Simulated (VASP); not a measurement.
Input of a VASP 6.6.1 run:

The input INCAR:

```
SYSTEM = Hf2Ti2Ge3
  PREC = Accurate
  ENCUT = 620
  EDIFF = 1E-6
  ISMEAR = 0
  SIGMA = 0.2
  LREAL = .False.
  LASPH = .True.
  NELM = 300
  ALGO = All
  ISIF = 2
  LWAVE = .False.
  LCHARG = .False.
  GGA = PE
  NBANDS = 52
  GGA_COMPAT = .False.
  ISEARCH = 1
  KPAR = 4
```

KPOINTS

```
regular mesh
0
Gamma
  4 4 3
  0 0 0
```

File POSCAR:

```
Hf2Ti2Ge3
1.0
    5.2327863540      0.0000000000      0.0000000000
    0.0000000000      5.2327863540      0.0000000000
    0.0000000000      0.0000000000      7.2583903939
Hf Ti Ge
2 2 3
Direct
    0.0000000000      0.0000000000      0.5000000000
    0.5000000000      0.5000000000      0.5000000000
    0.0000000000      0.5000000000      0.5000000000
    0.5000000000      0.0000000000      0.5000000000
    0.0000000000      0.0000000000      0.1577628025
    0.0000000000      0.0000000000      0.8422371975
    0.5000000000      0.5000000000      0.0000000000
```

Potentials or basis: VASP PAW PBE potentials, release 64 (Hf_pv, Ti_sv, Ge_d).

The run is started by

```sh
$ cat potpaw_PBE.64/Hf_pv/POTCAR potpaw_PBE.64/Ti_sv/POTCAR potpaw_PBE.64/Ge_d/POTCAR > POTCAR
$ mpirun -np 4 vasp_std > vasp.out
```

(1) Estimate the band gap on the k mesh.

(2) Predict the pressure.

Results:

(1) zero (bands 43 and 44 overlap by 0.93 eV).

(2) 0.3 GPa.

Caveat: spin-orbit coupling is left out, which moves the levels of the heavy elements.
